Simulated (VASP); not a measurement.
# GaSb (I-4m2) in VASP: further runs, part 2 of 2

VASP 6.6.1.

### 4 Single point, BLYP+D3(BJ)

This run uses another cell than the first one, of 23.72 Å³/atom, 1.088 times its volume.

Contents of INCAR:

```
PREC     = Accurate       # precision mode
ENCUT    = 520            # plane-wave cutoff, eV
EDIFF    = 1E-7           # SCF threshold, eV
ISMEAR   = -1             # smearing method
SIGMA    = 0.05           # smearing width, eV
LREAL    = False          # projectors in reciprocal space
LASPH    = True           # aspherical terms in the spheres
NELM     = 60             # most SCF steps
ALGO     = Normal         # electronic algorithm
ISIF     = 2              # what is computed and relaxed
LWAVE    = False          # write WAVECAR
LCHARG   = False          # write CHGCAR
GGA      = B5             # functional
ALDAX    = 1.0          
AGGAX    = 1.0          
AGGAC    = 1.0          
ALDAC    = 0.0          
IVDW     = 12             # dispersion correction
VDW_S6   = 1.0          
VDW_S8   = 2.6996       
VDW_A1   = 0.4298       
VDW_A2   = 4.2359       
NBANDS   = 16             # bands
```

Contents of KPOINTS:

```
Automatic mesh
0
Gamma
  8 8 8
```

Contents of POSCAR:

```
GaSb
1.0
   -2.7249669890      2.7249669890      1.5969414013
    2.7249669890     -2.7249669890      1.5969414013
    2.7249669890      2.7249669890     -1.5969414013
Ga Sb
1 1
Direct
    0.2500000000      0.7500000000      0.5000000000
    0.0000000000      0.0000000000      0.0000000000
```

Potentials or basis: VASP PAW PBE potentials, release 64 (Ga_d, Sb).

Launch:

```sh
$ cat potpaw_PBE.64/Ga_d/POTCAR potpaw_PBE.64/Sb/POTCAR > POTCAR
$ mpirun -np 1 vasp_std > vasp.out
```

OUTCAR:

```text
PREC = Accurate
   ENCUT = 520
   EDIFF = 1E-7
   ISMEAR = -1
   LREAL = False
   LASPH = True
   NELM = 60
   ISIF = 2
   GGA = B5
   IVDW = 12
 IVDW          = 12

 ion  position               nearest neighbor table
   1  0.250  0.750  0.500-   2 2.84   2 2.84   2 2.84   2 2.84
   2  0.000  0.000  0.000-   1 2.84   1 2.84   1 2.84   1 2.84

  LATTYP: Found a body centered tetragonal cell.
 ALAT       =     5.4499339780
 C/A-ratio  =     0.5860406411

  Lattice vectors:

 A1 = (  -2.7249669890,   2.7249669890,   1.5969414013)
 A2 = (   2.7249669890,  -2.7249669890,   1.5969414013)
 A3 = (   2.7249669890,   2.7249669890,  -1.5969414013)

Analysis of symmetry for initial positions (statically):
=====================================================================
 Subroutine PRICEL returns:
 Original cell was already a primitive cell.

 Routine SETGRP: Setting up the symmetry group for a
 body centered tetragonal supercell.

 Subroutine GETGRP returns: Found  8 space group operations
 (whereof  8 operations were pure point group operations)
 out of a pool of 16 trial point group operations.

The static configuration has the point symmetry D_2d.

Analysis of symmetry for dynamics (positions and initial velocities):
=====================================================================
 Subroutine PRICEL returns:
 Original cell was already a primitive cell.

 Routine SETGRP: Setting up the symmetry group for a
 body centered tetragonal supercell.

 Subroutine GETGRP returns: Found  8 space group operations
 (whereof  8 operations were pure point group operations)
 out of a pool of 16 trial point group operations.

The dynamic configuration has the point symmetry D_2d.

 Subroutine INISYM returns: Found  8 space group operations
 (whereof  8 operations are pure point group operations),
 and found     1 'primitive' translations

----------------------------------------------------------------------------------------
[... 111 lines left out ...]
   IMIX   =      4    mixing-type and parameters
     AMIX     =   0.40;   BMIX     =  1.00
     AMIX_MAG =   1.60;   BMIX_MAG =  1.00
  volume/ion in A,a.u.               =      23.72       160.04
  Fermi-wavevector in a.u.,A,eV,Ry     =   1.185246  2.239790 19.113575  1.404808
  Thomas-Fermi vector in A             =   2.321444
   LORBIT       =      0    0 simple, 1 ext, 2 COOP (PROOUT), +10 PAW based schemes
   GGA     = B5    functional components
   LHFCALC =     F    Hartree Fock is set to
   AEXX    =    0.0000 exact exchange contribution
   IVDW    =    12    specifies the selected vdW correction
   LEPSILON=     F    determine dielectric tensor
   LRPA    =     F    only Hartree local field effects (RPA)
 non-spin polarized calculation
  energy-cutoff  :      520.00
  volume of cell :       47.43
 maximum number of plane-waves:      1288
   NGX = 15   NGY = 15   NGZ = 15

 number of electron      18.0000008 magnetization

 Free energy of the ion-electron system (eV)
  ---------------------------------------------------
  ext. energy  EPLUGINS =         0.00000000
  ---------------------------------------------------
  free energy    TOTEN  =        -5.37387289 eV

  energy without entropy =       -5.36961313  energy(sigma->0) =       -5.37174301

 E-fermi :   7.2096     XC(G=0):  -9.6740

 val. band max:        7.0582487875   @ k =   0.2500   0.0000  -0.0000
 cond. band min:       7.2724108429   @ k =   0.5000   0.5000  -0.0000
 fundamental gap:      0.2141620554
 Fermi energy:         7.2096018109

 k-point     1 :       0.0000    0.0000    0.0000
  band No.  band energies     occupation
      1      -7.8719      2.00000
      2      -7.7854      2.00000
      3      -7.7753      2.00000
      4      -7.7618      2.00000
      5      -7.7618      2.00000
      6      -4.8297      2.00000
[... 433 lines left out ...]
      3      -7.7953      2.00000
      4      -7.7528      2.00000
      5      -7.7390      2.00000
      6      -1.1273      2.00000
[... 8 lines left out ...]
     15      16.4199      0.00000
     16      16.6230      0.00000

 [... further k-points ...]

------------------------ aborting loop because EDIFF is reached ----------------------------------------

 Edisp (eV)   -1.89191

 E8    (eV) :    -1.4347

  FORCE on cell =-STRESS in cart. coord.  units (eV):
  Direction    XX          YY          ZZ          XY          YZ          ZX
  --------------------------------------------------------------------------------------
  -------------------------------------------------------------------------------------
  Total       0.05624     0.05624     0.02689     0.00000     0.00000     0.00000
  in kB       1.89973     1.89973     0.90815     0.00000     0.00000     0.00000
  external pressure =        1.57 kB  Pullay stress =        0.00 kB

 VOLUME and BASIS-vectors are now :
 -----------------------------------------------------------------------------
  energy-cutoff  :      520.00
  volume of cell :       47.43
      direct lattice vectors                 reciprocal lattice vectors
    -2.724966989  2.724966989  1.596941401     0.000000000  0.183488461  0.313098527
     2.724966989 -2.724966989  1.596941401     0.183488461  0.000000000  0.313098527
     2.724966989  2.724966989 -1.596941401     0.183488461  0.183488461  0.000000000

 POSITION                                       TOTAL-FORCE (eV/Angst)
 -----------------------------------------------------------------------------------
      2.72497      0.00000      0.79847         0.000000     -0.000000     -0.000000
      0.00000      0.00000      0.00000        -0.000000      0.000000      0.000000
 -----------------------------------------------------------------------------------
    total drift:                                0.000000     -0.000000     -0.000000

  FREE ENERGIE OF THE ION-ELECTRON SYSTEM (eV)
  ---------------------------------------------------
  free  energy   TOTEN  =        -7.2657811779 eV

  energy  without entropy=       -7.2615214192  energy(sigma->0) =       -7.26365130
```

It took 48 s on 1 thread of Intel Xeon Platinum 8375C at 2.90GHz (Ice Lake), shared host; peak memory 0.21 GiB.

Results:

- Free energy: -7.2658 eV
- Pressure: 0.2 GPa
- Band gap on the k mesh: zero (band 9 reaches 9.01 eV, above the bottom of band 10 at 5.19 eV)
- Dispersion energy per atom: -0.946 eV

Levels at points of the mesh, in eV from the Fermi level:
```tsv
k point	band 5	band 6	band 7	band 8	band 9	band 10	band 11	band 12	band 13	band 14
(0.00, 0.00, 0.00)	-14.97	-12.04	-2.91	-1.83	-1.83	3.87	4.80	7.16	7.16	7.17
(0.50, 0.00, 0.00)	-14.95	-8.48	-5.69	-2.47	-1.55	-1.11	2.64	3.30	5.24	8.36
(0.50, 0.50, 0.00)	-14.96	-10.51	-8.12	0.06	1.80	2.28	2.63	4.45	6.34	8.47
(0.50, 0.50, 0.50)	-14.95	-9.33	-6.03	-4.91	-4.91	3.25	4.76	10.49	10.49	12.55
```

Caveat: the PAW data sets were made with another functional, which shifts forces and pressure a little; spin-orbit coupling is left out, which moves the levels of the heavy elements; pairwise dispersion overbinds metals, which lowers pressure and volume.

### 5 Relaxation of cell and atoms, PBEsol+D3(BJ)

This run uses another cell than the first one, of 24.12 Å³/atom, 1.107 times its volume.

Contents of INCAR:

```
SYSTEM = GaSb
PREC = Accurate
ENCUT = 600
EDIFF = 1E-6
ISMEAR = -1
SIGMA = 0.05
LREAL = .FALSE.
LASPH = .TRUE.
NELM = 100
ALGO = Normal
ISIF = 3
LWAVE = .FALSE.
LCHARG = .FALSE.
GGA = PS
IVDW = 12
IBRION = 2
NSW = 80
EDIFFG = -0.01
```

Contents of KPOINTS:

```
regular mesh
0
G
  8 8 8
  0 0 0
```

Contents of POSCAR:

```
GaSb
1.0
   -2.7534340000      2.7534340000      1.5907070000
    2.7534340000     -2.7534340000      1.5907070000
    2.7534340000      2.7534340000     -1.5907070000
Ga Sb
1 1
Direct
    0.2500000000      0.7500000000      0.5000000000
    0.0000000000      0.0000000000      0.0000000000
```

Potentials or basis: VASP PAW PBE potentials, release 64 (Ga_d, Sb).

Launch:

```sh
$ cat potpaw_PBE.64/Ga_d/POTCAR potpaw_PBE.64/Sb/POTCAR > POTCAR
$ mpirun -np 1 vasp_std > vasp.out
```

OUTCAR:

```text
SYSTEM = GaSb
   PREC = Accurate
   ENCUT = 600
   EDIFF = 1E-6
   ISMEAR = -1
   LREAL = .FALSE.
   LASPH = .TRUE.
   NELM = 100
   ISIF = 3
   GGA = PS
   IVDW = 12
   IBRION = 2
   NSW = 80
   EDIFFG = -0.01
 IVDW          = 12

 ion  position               nearest neighbor table
   1  0.250  0.750  0.500-   2 2.87   2 2.87   2 2.87   2 2.87
   2  0.000  0.000  0.000-   1 2.87   1 2.87   1 2.87   1 2.87

  LATTYP: Found a body centered tetragonal cell.
 ALAT       =     5.5068680000
 C/A-ratio  =     0.5777174975

  Lattice vectors:

 A1 = (  -2.7534340000,   2.7534340000,   1.5907070000)
 A2 = (   2.7534340000,  -2.7534340000,   1.5907070000)
 A3 = (   2.7534340000,   2.7534340000,  -1.5907070000)

Analysis of symmetry for initial positions (statically):
=====================================================================
 Subroutine PRICEL returns:
 Original cell was already a primitive cell.

 Routine SETGRP: Setting up the symmetry group for a
 body centered tetragonal supercell.

 Subroutine GETGRP returns: Found  8 space group operations
 (whereof  8 operations were pure point group operations)
 out of a pool of 16 trial point group operations.

The static configuration has the point symmetry D_2d.

Analysis of symmetry for dynamics (positions and initial velocities):
=====================================================================
 Subroutine PRICEL returns:
 Original cell was already a primitive cell.

 Routine SETGRP: Setting up the symmetry group for a
 body centered tetragonal supercell.

 Subroutine GETGRP returns: Found  8 space group operations
 (whereof  8 operations were pure point group operations)
 out of a pool of 16 trial point group operations.

The dynamic configuration has the point symmetry D_2d.

 Subroutine INISYM returns: Found  8 space group operations
 (whereof  8 operations are pure point group operations),
 and found     1 'primitive' translations

----------------------------------------------------------------------------------------

[... 119 lines left out ...]
   AEXX    =    0.0000 exact exchange contribution
   IVDW    =    12    specifies the selected vdW correction
   LEPSILON=     F    determine dielectric tensor
   LRPA    =     F    only Hartree local field effects (RPA)
 conjugate gradient relaxation of ions
 non-spin polarized calculation
  energy-cutoff  :      600.00
  volume of cell :       48.24
 maximum number of plane-waves:      1631
 NGX is ok and might be reduce to    36
   NGX = 17   NGY = 17   NGZ = 17

--------------------------------------- Ionic step        1  -------------------------------------------

 number of electron      18.0000003 magnetization

 Free energy of the ion-electron system (eV)
  ---------------------------------------------------
  ext. energy  EPLUGINS =         0.00000000
  ---------------------------------------------------
  free energy    TOTEN  =        -7.87862563 eV

  energy without entropy =       -7.87294102  energy(sigma->0) =       -7.87578333

------------------------ aborting loop because EDIFF is reached ----------------------------------------

 Edisp (eV)   -0.76062

 E8    (eV) :    -0.5232
[... 105 lines left out ...]
  FREE ENERGIE OF THE ION-ELECTRON SYSTEM (eV)
  ---------------------------------------------------
  free  energy   TOTEN  =        -8.7221790277 eV

  energy  without entropy=       -8.7158679305  energy(sigma->0) =       -8.71902348

[... ionic steps 4 to 7 ...]

--------------------------------------- Ionic step        8  -------------------------------------------

 number of electron      17.9999995 magnetization

------------------------ aborting loop because EDIFF is reached ----------------------------------------
[... 75 lines left out ...]
--------------------------------------- Ionic step       10  -------------------------------------------

 number of electron      17.9999995 magnetization

 Free energy of the ion-electron system (eV)
  ---------------------------------------------------
  ext. energy  EPLUGINS =         0.00000000
  ---------------------------------------------------
  free energy    TOTEN  =        -7.87954660 eV

  energy without entropy =       -7.87276371  energy(sigma->0) =       -7.87615515

 E-fermi :   7.5583     XC(G=0): -10.8213

 val. band max:        7.5033078229   @ k =  -0.2500   0.5000   0.1250
 cond. band min:       7.5889381979   @ k =   0.1250   0.1250   0.0000
 fundamental gap:      0.0856303751
 Fermi energy:         7.5583297085

 k-point     1 :       0.0000    0.0000    0.0000
  band No.  band energies     occupation
      1      -7.4591      2.00000
      2      -7.3625      2.00000
      3      -7.3568      2.00000
      4      -7.3111      2.00000
      5      -7.3111      2.00000
      6      -5.1453      2.00000
      7       4.9184      2.00000
      8       5.4547      2.00000
      9       5.4547      2.00000
     10      10.7845      0.00000
     11      13.2780      0.00000
     12      15.2291      0.00000
     13      15.2291      0.00000
[... 354 lines left out ...]
  band No.  band energies     occupation
      1      -7.4044      2.00000
      2      -7.3903      2.00000
      3      -7.3727      2.00000
      4      -7.3235      2.00000
      5      -7.2773      2.00000
      6      -0.7398      2.00000
      7       1.7091      2.00000
      8       3.4971      2.00000
      9       4.8606      2.00000
     10       8.7601      0.00000
     11      10.9879      0.00000
     12      11.7254      0.00000
     13      12.9349      0.00000

 [... further k-points ...]

------------------------ aborting loop because EDIFF is reached ----------------------------------------

 Edisp (eV)   -0.84364

 E8    (eV) :    -0.5808
[... 25 lines left out ...]
  FREE ENERGIE OF THE ION-ELECTRON SYSTEM (eV)
  ---------------------------------------------------
  free  energy   TOTEN  =        -8.7231862149 eV

  energy  without entropy=       -8.7164033266  energy(sigma->0) =       -8.71979477

 reached required accuracy - stopping structural energy minimisation
```

OSZICAR:

```text
N       E                     dE             d eps       ncg     rms          rms(c)
DAV:   1     0.834776472705E+02    0.83478E+02   -0.93648E+03  1534   0.199E+03
DAV:   2    -0.188440380087E+01   -0.85362E+02   -0.83182E+02  1644   0.361E+02
DAV:   3    -0.780737152510E+01   -0.59230E+01   -0.58281E+01  1909   0.744E+01
[... 72 lines left out ...]
DAV:   2    -0.787973126989E+01    0.66170E-03   -0.13242E-03  1899   0.759E-01    0.768E-02
DAV:   3    -0.787956558823E+01    0.16568E-03   -0.19252E-04  1914   0.253E-01    0.172E-02
DAV:   4    -0.787954874687E+01    0.16841E-04   -0.17128E-05  1978   0.597E-02    0.587E-03
DAV:   5    -0.787954666690E+01    0.20800E-05   -0.12789E-06   850   0.170E-02    0.163E-03
DAV:   6    -0.787954659511E+01    0.71788E-07   -0.22571E-07   767   0.817E-03
  10 F= -.87231862E+01 E0= -.87197948E+01  d E =-.300650E-04
```

It took 4.1 min on 1 thread of Intel Xeon Platinum 8375C at 2.90GHz (Ice Lake), shared host; peak memory 0.25 GiB.

What came out:

- Free energy: -8.7232 eV
- Relaxed volume: 21.83 Å³/atom
- Relaxed cell: a = 4.071 Å, b = 4.071 Å, c = 4.071 Å, α = 98.18°, β = 98.18°, γ = 135.67°
- Space group after relaxing (to 0.05 Å): I-4m2 (No. 119)
- Energy gained by relaxing: 42.0 meV/atom
- Ionic steps: 10
- Pressure after relaxing: 0.0 GPa
- Band gap on the k mesh: zero (band 9 reaches 9.42 eV, above the bottom of band 10 at 5.28 eV)
- Dispersion energy per atom: -0.422 eV

Step by step:
| step | energy change (eV) | largest force (eV/Å) | pressure (GPa) | volume (Å³) |
| --- | --- | --- | --- | --- |
| 1 | 0.0000 | 0.0000 | -5.49 | 48.24 |
| 2 | -0.0772 | 0.0000 | 1.68 | 42.70 |
| 3 | -0.0829 | 0.0000 | -0.11 | 43.76 |
| 4 | -0.0829 | 0.0000 | 0.04 | 43.68 |
| 5 | -0.0839 | 0.0000 | 0.15 | 43.59 |
| 6 | -0.0839 | 0.0000 | 0.08 | 43.57 |
| 7 | -0.0838 | 0.0000 | 0.08 | 43.53 |
| 8 | -0.0839 | 0.0000 | 0.18 | 43.56 |
| 9 | -0.0839 | 0.0000 | 0.12 | 43.57 |
| 10 | -0.0839 | 0.0000 | -0.02 | 43.67 |

Final structure:
```yaml
crystal:
  lattice:
    - [-2.66607, 2.66607, 1.53589]
    - [2.66607, -2.66607, 1.53589]
    - [2.66607, 2.66607, -1.53589]
  atoms:
    - { symbol: Ga, position: [0.25000, 0.75000, 0.50000] }
    - { symbol: Sb, position: [0.00000, 0.00000, 0.00000] }
```

Caveat: the PAW data sets were made with another functional, which shifts forces and pressure a little; spin-orbit coupling is left out, which moves the levels of the heavy elements; pairwise dispersion overbinds metals, which lowers pressure and volume.

### 6 Summary

```csv
task,level,cell,cutoff (eV),gap on the mesh (eV),pressure (GPa)
single point,PBEsol+D3(BJ),"a = 4.069 Å, angles 98.2, 98.2, 135.7°, 2 atoms",520,none,0.1
single point,PBEsol,"a = 4.131 Å, angles 98.3, 98.3, 135.4°, 2 atoms",520,none,0.1
single point,BLYP+D3(BJ),"a = 4.171 Å, angles 98.4, 98.4, 135.0°, 2 atoms",520,none,0.2
relaxation of cell and atoms,PBEsol+D3(BJ),"relaxed from a = 4.206 Å, angles 98.2, 98.2, 135.6°, 2 atoms",600,none,0.0
```

Alike in all rows: potentials or basis VASP PAW PBE potentials, release 64 (Ga_d, Sb); no spin polarisation; k mesh 8 × 8 × 8; smearing fermi-dirac 0.05 eV.

Caveats: the PAW data sets were made with another functional, which shifts forces and pressure a little; spin-orbit coupling is left out, which moves the levels of the heavy elements; pairwise dispersion overbinds metals, which lowers pressure and volume (some runs).

Absolute energies hang on the potentials; compare differences alone.
